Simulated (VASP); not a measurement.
# Si3Sn (Pm-3m) in VASP: further runs, part 2 of 2

VASP 6.6.1. The steps go on from the part before.

### Step 3. Single point, PBE

This run uses another cell than the first one, of 18.54 Å³/atom.

INCAR reads:

```
SYSTEM = Si3Sn
PREC = Accurate
ENCUT = 500
EDIFF = 1E-6
ISMEAR = -1
SIGMA = 0.15
LREAL = .False.
LASPH = .True.
NELM = 120
ALGO = Normal
ISIF = 2
LWAVE = .False.
LCHARG = .False.
GGA = PE
NBANDS = 21
GGA_COMPAT = .False.
```

KPOINTS reads:

```
Automatic mesh
0
Gamma
  12 12 12
  0 0 0
```

POSCAR reads:

```
Si3Sn
1.0
    4.2012051185      0.0000000000      0.0000000000
    0.0000000000      4.2012051185      0.0000000000
    0.0000000000      0.0000000000      4.2012051185
Si Sn
3 1
Direct
    0.0000000000      0.5000000000      0.5000000000
    0.5000000000      0.0000000000      0.5000000000
    0.5000000000      0.5000000000      0.0000000000
    0.0000000000      0.0000000000      0.0000000000
```

Potentials or basis: VASP PAW PBE potentials, release 64 (Si, Sn_d).

Run with:

```bash
$ cat potpaw_PBE.64/Si/POTCAR potpaw_PBE.64/Sn_d/POTCAR > POTCAR
$ mpirun -np 1 vasp_std > vasp.out
```

OUTCAR:

```text
SYSTEM = Si3Sn
   PREC = Accurate
   ENCUT = 500
   EDIFF = 1E-6
   ISMEAR = -1
   LREAL = .False.
   LASPH = .True.
   NELM = 120
   ISIF = 2
   GGA = PE

 ion  position               nearest neighbor table
   1  0.000  0.500  0.500-   2 2.97   3 2.97   4 2.97   3 2.97   4 2.97   2 2.97   4 2.97   4 2.97
                             2 2.97   3 2.97   3 2.97   2 2.97
   2  0.500  0.000  0.500-   1 2.97   3 2.97   4 2.97   3 2.97   4 2.97   1 2.97   3 2.97   3 2.97
                             1 2.97   4 2.97   4 2.97   1 2.97
   3  0.500  0.500  0.000-   1 2.97   2 2.97   4 2.97   1 2.97   2 2.97   2 2.97   4 2.97   2 2.97
                             1 2.97   4 2.97   1 2.97   4 2.97
   4  0.000  0.000  0.000-   1 2.97   2 2.97   3 2.97   1 2.97   2 2.97   1 2.97   3 2.97   1 2.97
                             2 2.97   3 2.97   2 2.97   3 2.97

  LATTYP: Found a simple cubic cell.
 ALAT       =     4.2012051185

  Lattice vectors:

 A1 = (   4.2012051185,   0.0000000000,   0.0000000000)
 A2 = (   0.0000000000,   4.2012051185,   0.0000000000)
 A3 = (   0.0000000000,   0.0000000000,   4.2012051185)

Analysis of symmetry for initial positions (statically):
=====================================================================
 Subroutine PRICEL returns:
 Original cell was already a primitive cell.

 Routine SETGRP: Setting up the symmetry group for a
 simple cubic supercell.

 Subroutine GETGRP returns: Found 48 space group operations
 (whereof 48 operations were pure point group operations)
 out of a pool of 48 trial point group operations.

The static configuration has the point symmetry O_h .

Analysis of symmetry for dynamics (positions and initial velocities):
=====================================================================
 Subroutine PRICEL returns:
 Original cell was already a primitive cell.

 Routine SETGRP: Setting up the symmetry group for a
 simple cubic supercell.

 Subroutine GETGRP returns: Found 48 space group operations
 (whereof 48 operations were pure point group operations)
 out of a pool of 48 trial point group operations.

The dynamic configuration has the point symmetry O_h .

 Subroutine INISYM returns: Found 48 space group operations
 (whereof 48 operations are pure point group operations),
 and found     1 'primitive' translations

----------------------------------------------------------------------------------------

                                     Primitive cell

  volume of cell :      74.1518

  direct lattice vectors                    reciprocal lattice vectors
     4.201205118  0.000000000  0.000000000     0.238026940  0.000000000  0.000000000
     0.000000000  4.201205118  0.000000000     0.000000000  0.238026940  0.000000000
     0.000000000  0.000000000  4.201205118     0.000000000  0.000000000  0.238026940

  length of vectors
     4.201205118  4.201205118  4.201205118     0.238026940  0.238026940  0.238026940

  position of ions in fractional coordinates (direct lattice)
     0.000000000  0.500000000  0.500000000
     0.500000000  0.000000000  0.500000000
     0.500000000  0.500000000  0.000000000
     0.000000000  0.000000000  0.000000000

  ion indices of the primitive-cell ions
[... 28 lines left out ...]
 ===========================================

 Found     84 irreducible k-points:

 Following reciprocal coordinates:
            Coordinates               Weight
  0.000000  0.000000  0.000000      1.000000
  0.083333  0.000000  0.000000      6.000000
  0.166667  0.000000  0.000000      6.000000
  0.250000  0.000000  0.000000      6.000000
  0.333333  0.000000  0.000000      6.000000
  0.416667  0.000000  0.000000      6.000000
[... 16 lines left out ...]
  0.333333  0.333333  0.000000     12.000000
  0.416667  0.333333  0.000000     24.000000
 [... further k-points ...]
   k-points           NKPTS =     84   k-points in BZ     NKDIM =     84   number of bands    NBANDS=     21
   number of dos      NEDOS =    301   number of ions     NIONS =      4
   total plane-waves  NPLWV =  32768
   dimension x,y,z NGX =    32 NGY =   32 NGZ =   32
   dimension x,y,z NGXF=    64 NGYF=   64 NGZF=   64
   ions per type =               3   1
   NGX,Y,Z   is equivalent  to a cutoff of  12.66, 12.66, 12.66 a.u.
   NGXF,Y,Z  is equivalent  to a cutoff of  25.33, 25.33, 25.33 a.u.
 SYSTEM =  Si3Sn
   PREC   = accura    normal or accurate (medium, high low for compatibility)
   ISTART =      0    job   : 0-new  1-cont  2-samecut
   ICHARG =      2    charge: 1-file 2-atom 10-const
   ISPIN  =      1    spin polarized calculation?
   LNONCOLLINEAR =      F non collinear calculations
   LSORBIT =      F    spin-orbit coupling
   LASPH  =      T    aspherical Exc in radial PAW
   ENCUT  =  500.0 eV  36.75 Ry    6.06 a.u.   7.66  7.66  7.66*2*pi/ulx,y,z
   NELM   =    120;   NELMIN=  2; NELMDL= -5     # of ELM steps
   EDIFF  = 0.1E-05   stopping-criterion for ELM
   LREAL  =      F    real-space projection
   EDIFFG = 0.1E-04   stopping-criterion for IOM
   NSW    =      0    number of steps for IOM
   IBRION =     -1    ionic relax: 0-MD 1-quasi-New 2-CG
   NFREE  =      0    steps in history (QN), initial steepest desc. (CG)
   ISIF   =      2    stress and relaxation
   ISYM   =      2    0-nonsym 1-usesym 2-fastsym
   POTIM  = 0.5000    time-step for ionic-motion
   TEBEG  =    0.0;   TEEND  =   0.0 temperature during run
   PSTRESS=    0.0 pullay stress
   NELECT =      26.0000    total number of electrons
   NUPDOWN=      -1.0000    fix difference up-down
   EMIN   =  10.00;   EMAX   =-10.00  energy-range for DOS
   EFERMI =   0.00;   METHOD = LEGACY
   ISMEAR =    -1;   SIGMA  =   0.15  broadening in eV -4-tet -1-fermi 0-gaus
   EFERMI_NEDOS =   21; number of points for ismear=-14 and -15
   IALGO  =     38    algorithm
   IMIX   =      4    mixing-type and parameters
     AMIX     =   0.40;   BMIX     =  1.00
     AMIX_MAG =   1.60;   BMIX_MAG =  1.00
  volume/ion in A,a.u.               =      18.54       125.10
  Fermi-wavevector in a.u.,A,eV,Ry     =   1.154406  2.181512 18.131860  1.332654
  Thomas-Fermi vector in A             =   2.291043
   LORBIT       =      0    0 simple, 1 ext, 2 COOP (PROOUT), +10 PAW based schemes
   GGA     = PE    functional components
   LHFCALC =     F    Hartree Fock is set to
   AEXX    =    0.0000 exact exchange contribution
   IVDW    =     0    specifies the selected vdW correction
   LEPSILON=     F    determine dielectric tensor
   LRPA    =     F    only Hartree local field effects (RPA)
 non-spin polarized calculation
  energy-cutoff  :      500.00
  volume of cell :       74.15
 maximum number of plane-waves:      1924
 NGX is ok and might be reduce to    32
   NGX = 15   NGY = 15   NGZ = 15

 number of electron      25.9999991 magnetization

 Free energy of the ion-electron system (eV)
  ---------------------------------------------------
  ext. energy  EPLUGINS =         0.00000000
  ---------------------------------------------------
  free energy    TOTEN  =       -17.66901703 eV

  energy without entropy =      -17.52328605  energy(sigma->0) =      -17.59615154

 E-fermi :   8.7860     XC(G=0): -10.7408

 val. band max:        8.7600208874   @ k =   0.3333   0.3333   0.0000
 cond. band min:       8.8029045469   @ k =   0.5000   0.0833   0.0833
 fundamental gap:      0.0428836595
 Fermi energy:         8.7860274823

 k-point     1 :       0.0000    0.0000    0.0000
  band No.  band energies     occupation
      1     -12.7591      2.00000
      2     -12.7591      2.00000
      3     -12.7439      2.00000
      4     -12.7439      2.00000
      5     -12.7439      2.00000
      6      -4.0519      2.00000
[... 565 lines left out ...]
     20      13.5534      0.00000
     21      16.4762      0.00000

 [... further k-points ...]

------------------------ aborting loop because EDIFF is reached ----------------------------------------

  FORCE on cell =-STRESS in cart. coord.  units (eV):
  Direction    XX          YY          ZZ          XY          YZ          ZX
  --------------------------------------------------------------------------------------
  -------------------------------------------------------------------------------------
  Total       -0.0318997     -0.0318997     -0.0318997      0.0000000      0.0000000     -0.0000000
  in kB       -0.6892475     -0.6892475     -0.6892475      0.0000000      0.0000000     -0.0000000
  external PRESSURE =      -0.6892475 kB  Pullay stress =       0.0000000 kB

 VOLUME and BASIS-vectors are now :
 -----------------------------------------------------------------------------
  energy-cutoff  :      500.00
  volume of cell :       74.15
      direct lattice vectors                 reciprocal lattice vectors
     4.201205118  0.000000000  0.000000000     0.238026940  0.000000000  0.000000000
     0.000000000  4.201205118  0.000000000     0.000000000  0.238026940  0.000000000
     0.000000000  0.000000000  4.201205118     0.000000000  0.000000000  0.238026940

 POSITION                                       TOTAL-FORCE (eV/Angst)
 -----------------------------------------------------------------------------------
      0.00000      2.10060      2.10060         0.000000      0.000000      0.000000
      2.10060      0.00000      2.10060         0.000000      0.000000      0.000000
      2.10060      2.10060      0.00000         0.000000      0.000000      0.000000
      0.00000      0.00000      0.00000         0.000000      0.000000      0.000000
 -----------------------------------------------------------------------------------
    total drift:                               -0.000000      0.000000     -0.000000

  FREE ENERGIE OF THE ION-ELECTRON SYSTEM (eV)
  ---------------------------------------------------
  free  energy   TOTEN  =       -17.6690170317 eV

  energy  without entropy=      -17.5232860534  energy(sigma->0) =      -17.59615154
```

Wall time 1.7 min (1 thread of Intel Xeon 8259CL, shared host); peak memory 0.25 GiB.

What came out:

```yaml
Free_energy: -17.6690 eV
Pressure: -0.1 GPa
Band_gap_on_the_k_mesh: zero (bands 13 and 14 overlap by 2.84 eV)
```

Caveat: spin-orbit coupling is left out, which moves the levels of the heavy elements.

### Step 4. Relaxation of cell and atoms, PBE

This run uses another cell than the first one, of 18.47 Å³/atom.

INCAR reads:

```
SYSTEM = Si3Sn
  PREC = Accurate
  ENCUT = 500
  EDIFF = 1E-7
  ISMEAR = -1
  SIGMA = 0.15
  LREAL = .FALSE.
  LASPH = .TRUE.
  NELM = 120
  ALGO = Normal
  ISIF = 3
  LWAVE = .FALSE.
  LCHARG = .FALSE.
  GGA = PE
  IBRION = 2
  NSW = 80
  EDIFFG = -0.001
  GGA_COMPAT = .FALSE.
  NELMIN = 4
```

KPOINTS reads:

```
regular mesh
0
G
  12 12 12
  0 0 0
```

POSCAR reads:

```
Si3Sn
1.0
    4.1962577408      0.0000000000      0.0000000000
    0.0000000000      4.1962577408      0.0000000000
    0.0000000000      0.0000000000      4.1962577408
Si Sn
3 1
Direct
    0.0000000000      0.5000000000      0.5000000000
    0.5000000000      0.0000000000      0.5000000000
    0.5000000000      0.5000000000      0.0000000000
    0.0000000000      0.0000000000      0.0000000000
```

Potentials or basis: VASP PAW PBE potentials, release 64 (Si, Sn_d).

Run with:

```bash
$ cat potpaw_PBE.64/Si/POTCAR potpaw_PBE.64/Sn_d/POTCAR > POTCAR
$ mpirun -np 1 vasp_std > vasp.out
```

OUTCAR:

```text
SYSTEM = Si3Sn
   PREC = Accurate
   ENCUT = 500
   EDIFF = 1E-7
   ISMEAR = -1
   LREAL = .FALSE.
   LASPH = .TRUE.
   NELM = 120
   ISIF = 3
   GGA = PE
   IBRION = 2
   NSW = 80
   EDIFFG = -0.001
   NELMIN = 4

 ion  position               nearest neighbor table
   1  0.000  0.500  0.500-   2 2.97   3 2.97   4 2.97   3 2.97   4 2.97   2 2.97   4 2.97   4 2.97
                             2 2.97   3 2.97   3 2.97   2 2.97
   2  0.500  0.000  0.500-   1 2.97   3 2.97   4 2.97   3 2.97   4 2.97   1 2.97   3 2.97   3 2.97
                             1 2.97   4 2.97   4 2.97   1 2.97
   3  0.500  0.500  0.000-   1 2.97   2 2.97   4 2.97   1 2.97   2 2.97   2 2.97   4 2.97   2 2.97
                             1 2.97   4 2.97   1 2.97   4 2.97
   4  0.000  0.000  0.000-   1 2.97   2 2.97   3 2.97   1 2.97   2 2.97   1 2.97   3 2.97   1 2.97
                             2 2.97   3 2.97   2 2.97   3 2.97

  LATTYP: Found a simple cubic cell.
 ALAT       =     4.1962577408

  Lattice vectors:

 A1 = (   4.1962577408,   0.0000000000,   0.0000000000)
 A2 = (   0.0000000000,   4.1962577408,   0.0000000000)
 A3 = (   0.0000000000,   0.0000000000,   4.1962577408)

Analysis of symmetry for initial positions (statically):
=====================================================================
 Subroutine PRICEL returns:
 Original cell was already a primitive cell.

 Routine SETGRP: Setting up the symmetry group for a
 simple cubic supercell.

 Subroutine GETGRP returns: Found 48 space group operations
 (whereof 48 operations were pure point group operations)
 out of a pool of 48 trial point group operations.

The static configuration has the point symmetry O_h .

Analysis of symmetry for dynamics (positions and initial velocities):
=====================================================================
 Subroutine PRICEL returns:
 Original cell was already a primitive cell.

 Routine SETGRP: Setting up the symmetry group for a
 simple cubic supercell.

[... 185 lines left out ...]
    total drift:                               -0.000000      0.000000     -0.000000

  FREE ENERGIE OF THE ION-ELECTRON SYSTEM (eV)
  ---------------------------------------------------
  free  energy   TOTEN  =       -17.6688099646 eV

  energy  without entropy=      -17.5232419792  energy(sigma->0) =      -17.59602597

--------------------------------------- Ionic step        2  -------------------------------------------

 number of electron      25.9999991 magnetization

 Free energy of the ion-electron system (eV)
  ---------------------------------------------------
  ext. energy  EPLUGINS =         0.00000000
  ---------------------------------------------------
  free energy    TOTEN  =       -17.66896874 eV

  energy without entropy =      -17.52324598  energy(sigma->0) =      -17.59610736

 E-fermi :   8.7881     XC(G=0): -10.7415

 val. band max:        8.7619807255   @ k =   0.3333   0.3333   0.0000
 cond. band min:       8.8047462056   @ k =   0.5000   0.0833   0.0833
 fundamental gap:      0.0427654801
 Fermi energy:         8.7881407753

 k-point     1 :       0.0000    0.0000    0.0000
  band No.  band energies     occupation
      1     -12.7580      2.00000
      2     -12.7580      2.00000
      3     -12.7428      2.00000
      4     -12.7428      2.00000
      5     -12.7428      2.00000
      6      -4.0512      2.00000
[... 457 lines left out ...]
      4     -12.7470      2.00000
      5     -12.7286      2.00000
      6      -1.6519      2.00000
[... 9 lines left out ...]
     16      10.6843      0.00001
     17      10.7926      0.00000

 [... further k-points ...]

------------------------ aborting loop because EDIFF is reached ----------------------------------------

  FORCE on cell =-STRESS in cart. coord.  units (eV):
  Direction    XX          YY          ZZ          XY          YZ          ZX
  --------------------------------------------------------------------------------------
  -------------------------------------------------------------------------------------
  Total       -0.0038750     -0.0038750     -0.0038750      0.0000000      0.0000000     -0.0000000
  in kB       -0.0837396     -0.0837396     -0.0837396      0.0000000      0.0000000     -0.0000000
  external PRESSURE =      -0.0837396 kB  Pullay stress =       0.0000000 kB

 VOLUME and BASIS-vectors are now :
 -----------------------------------------------------------------------------
  energy-cutoff  :      500.00
  volume of cell :       74.14
      direct lattice vectors                 reciprocal lattice vectors
     4.200972127  0.000000000 -0.000000000     0.238040142  0.000000000  0.000000000
    -0.000000000  4.200972127  0.000000000    -0.000000000  0.238040142  0.000000000
    -0.000000000 -0.000000000  4.200972127     0.000000000  0.000000000  0.238040142

 POSITION                                       TOTAL-FORCE (eV/Angst)
 -----------------------------------------------------------------------------------
     -0.00000      2.10049      2.10049        -0.000000      0.000000      0.000000
      2.10049     -0.00000      2.10049         0.000000      0.000000      0.000000
      2.10049      2.10049     -0.00000         0.000000     -0.000000      0.000000
      0.00000      0.00000      0.00000        -0.000000     -0.000000      0.000000
 -----------------------------------------------------------------------------------
    total drift:                                0.000000      0.000000     -0.000000

  FREE ENERGIE OF THE ION-ELECTRON SYSTEM (eV)
  ---------------------------------------------------
  free  energy   TOTEN  =       -17.6689687372 eV

  energy  without entropy=      -17.5232459836  energy(sigma->0) =      -17.59610736

 reached required accuracy - stopping structural energy minimisation
```

Wall time 2.4 min (1 thread of Intel Xeon 8259CL, shared host); peak memory 0.24 GiB.

Results:

```yaml
Free_energy: -17.6690 eV
Relaxed_volume: 18.53 Å³/atom
Relaxed_cell: a = 4.201 Å, b = 4.201 Å, c = 4.201 Å, α = 90.00°, β = 90.00°, γ = 90.00°
Space_group_after_relaxing_to_0.1_Å: Pm-3m (No. 221)
Energy_gained_by_relaxing: 0.0 meV/atom
Ionic_steps: 2
Pressure_after_relaxing: 0.0 GPa
Band_gap_on_the_k_mesh: zero (bands 13 and 14 overlap by 2.84 eV)
```

Step by step:
```tsv
step	energy change (eV)	largest force (eV/Å)	pressure (GPa)	volume (Å³)
1	0.0000	0.0000	0.20	73.89
2	-0.0002	0.0000	-0.01	74.14
```

Final structure:
```yaml
crystal:
  lattice:
    - [4.20097, 0.00000, 0.00000]
    - [0.00000, 4.20097, 0.00000]
    - [0.00000, 0.00000, 4.20097]
  atoms:
    - { symbol: Si, position: [0.00000, 0.50000, 0.50000] }
    - { symbol: Si, position: [0.50000, 0.00000, 0.50000] }
    - { symbol: Si, position: [0.50000, 0.50000, 0.00000] }
    - { symbol: Sn, position: [0.00000, 0.00000, 0.00000] }
```

Levels at points of the mesh, in eV from the Fermi level:
| k point | band 11 | band 12 | band 13 | band 14 | band 15 | band 16 |
| --- | --- | --- | --- | --- | --- | --- |
| (0.00, 0.00, 0.00) | -4.50 | -4.14 | 2.03 | 2.03 | 2.03 | 3.14 |
| (0.50, 0.00, 0.00) | -2.44 | -2.36 | -2.36 | -0.82 | -0.79 | 4.26 |
| (0.50, 0.50, 0.00) | -0.48 | -0.48 | -0.46 | -0.40 | -0.40 | 0.03 |
| (0.50, 0.50, 0.50) | -5.88 | -5.88 | -5.60 | 6.05 | 6.05 | 6.05 |

Caveat: spin-orbit coupling is left out, which moves the levels of the heavy elements.

### Step 5. Summary

| task | cell | k mesh | smearing | gap on the mesh (eV) | pressure (GPa) |
| --- | --- | --- | --- | --- | --- |
| single point | a = 3.392 Å, 4 atoms | 6 × 6 × 6 | gaussian 0.1 eV | none | 176.5 |
| single point | a = 4.201 Å, 4 atoms | 12 × 12 × 12 | fermi-dirac 0.15 eV | none | -0.1 |
| relaxation of cell and atoms | relaxed from a = 4.196 Å, 4 atoms | 12 × 12 × 12 | fermi-dirac 0.15 eV | none | 0.0 |

Alike in all rows: level PBE; potentials or basis VASP PAW PBE potentials, release 64 (Si, Sn_d); no spin polarisation; cutoff (eV) 500.

Caveats: spin-orbit coupling is left out, which moves the levels of the heavy elements; the cell stands under pressure (at least some runs).

Total energies depend on the potentials used, so only differences within one code and one set of settings carry meaning.
